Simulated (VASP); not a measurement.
MgBe2SO2: single point with PBE

The system is MgBe2SO2.

```
CELL_PARAMETERS angstrom
3.30702 0.00000 0.00000
0.00000 3.30702 0.00000
0.00000 0.00000 5.65427
ATOMIC_POSITIONS crystal
Mg 0.00000 0.00000 0.17470
Be 0.50000 0.00000 0.99405
Be 0.00000 0.50000 0.99405
S 0.50000 0.50000 0.83264
O 0.00000 0.00000 0.63213
O 0.50000 0.50000 0.37103
```

The cell was built from a structure type or drawn by symmetry, and may not be a known phase.

```
Program                : VASP 6.6.1
Task                   : single point
Functional             : PBE
Potentials or basis    : VASP PAW PBE potentials, release 64 (Mg, Be, S, O)
Cutoff                 : 520 eV
k mesh                 : 6 × 6 × 4
Occupations            : gaussian, width 0.1 eV
Spin                   : collinear spin, ferromagnetic start
Starting moments       : [0.0, 0.0, 0.0, 0.0, 1.0, 1.0] μB
Dipole correction      : no
Further INCAR settings : ALGO = Normal; EDIFF = 1e-06; NBANDS = 25
```

```json
{
 "Pressure": "33.6 GPa",
 "Largest force": "13.517 eV/Å",
 "Net moment": "1.33 μB per cell",
 "Site moments": "Mg -0.01; Be -0.00; S +0.08; O +0.87, +0.23 μB",
 "Valence electrons inside the program's atomic spheres": "Mg 0.60; Be 1.44; S 3.81; O 4.74, 4.75"
}
```

Forces on the atoms (eV/Å):
```
Mg   0.000  0.000 13.517
Be   0.000  0.000 -2.932
Be   0.000  0.000 -2.932
S    0.000  0.000 -4.135
O    0.000  0.000 -0.394
O    0.000  0.000 -3.125
```

Stress tensor (GPa, compression positive):
```
38.22  0.00  0.00
 0.00 38.22  0.00
 0.00  0.00 24.24
```

Levels at points of the mesh, in eV from the Fermi level:
Spin up:
```csv
k point,band 11,band 12,band 13,band 14,band 15,band 16
"(0.00, 0.00, 0.00)",-1.17,-0.74,-0.56,3.03,3.40,3.95
"(0.50, 0.00, 0.00)",-1.11,-0.59,-0.46,1.78,1.79,4.21
"(0.50, 0.50, 0.00)",-2.39,-1.64,-0.45,1.58,1.58,7.03
"(0.00, 0.00, 0.50)",-0.87,-0.87,1.33,3.05,3.16,4.06
"(0.50, 0.00, 0.50)",-1.25,-1.22,-0.07,1.74,2.60,4.35
"(0.50, 0.50, 0.50)",-1.27,-1.27,-1.14,1.34,1.34,6.45
```
Spin down:
```
           k point  band 8  band 9  band 10  band 11  band 12  band 13  band 14  band 15
(0.00, 0.00, 0.00)   -1.07   -1.07    -0.59    -0.22     0.03     0.03     3.05     3.64
(0.50, 0.00, 0.00)   -0.83   -0.82    -0.80    -0.60     0.04     0.15     1.97     2.05
(0.50, 0.50, 0.00)   -2.89   -2.89    -1.15    -1.15    -0.97     0.00     2.09     2.09
(0.00, 0.00, 0.50)   -2.05   -1.46    -1.46     0.41     0.41     1.70     3.06     3.33
(0.50, 0.00, 0.50)   -2.57   -1.29    -0.91    -0.57     0.21     0.29     1.97     2.67
(0.50, 0.50, 0.50)   -3.52   -3.52    -1.59    -0.41     0.17     0.17     1.43     1.43
```

Run time: 70 s on 1 thread of AMD EPYC 9R45 96-Core Processor (Zen 5), on a shared host, peak memory 0.22 GiB.

Caveat: the cell stands under pressure; forces of over 1 eV/Å act on the atoms, so gaps and moduli don't describe the material at rest.
